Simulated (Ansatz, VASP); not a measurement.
# One calculation of Ga3BAs4, two programs

```
Ga B As
1.0
    -2.76023    2.76023    5.44908
     2.76023   -2.76023    5.44908
     2.76023    2.76023   -5.44908
Ga B As
3 1 4
Direct
  0.50000 0.50000 0.00000
  0.25000 0.75000 0.50000
  0.75000 0.25000 0.50000
  0.00000 0.00000 0.00000
  0.66521 0.10575 0.00000
  0.89425 0.89425 0.55946
  0.10575 0.66521 0.00000
  0.33479 0.33479 0.44054
```

Change from the starting cell: species swapped into the Si3NiP4 type (I-42m, No. 121).

Alike in both runs: functional PBE; k mesh 4 × 4 × 4; occupations gaussian, width 0.2 eV; no spin polarisation.

Ansatz relaxed the structure, and its values are those at the end. VASP's run is a single point on that final structure, the one shown.

```csv
,VASP,Ansatz
version,VASP 6.6.1,Ansatz 0.2.0
potentials or method,"VASP PAW PBE potentials, release 64 (Ga_d, B, As), cutoff 520 eV","scalar-relativistic, plane waves, PAW"
valence electrons in the cell,62,102
```

|  | VASP | Ansatz | Ansatz less VASP |
| --- | --- | --- | --- |
| gap on the k mesh at the Fermi level (eV) | 0.68 | 0.68 | -0.002 |
| least direct gap on the mesh (eV) | 0.68 | 0.68 | -0.002 |
| pressure (GPa) | 0.4 | 0.2 | -0.21 |
| rms of the force components (eV/Å) | 0.019 | 0.015 | -0.0042 |

With one functional, cell and mesh, what is left measures potentials, basis and numerics. VASP's potentials hold 62 valence electrons a cell and Ansatz's 102, so a difference there can come from the potentials and not from the codes.
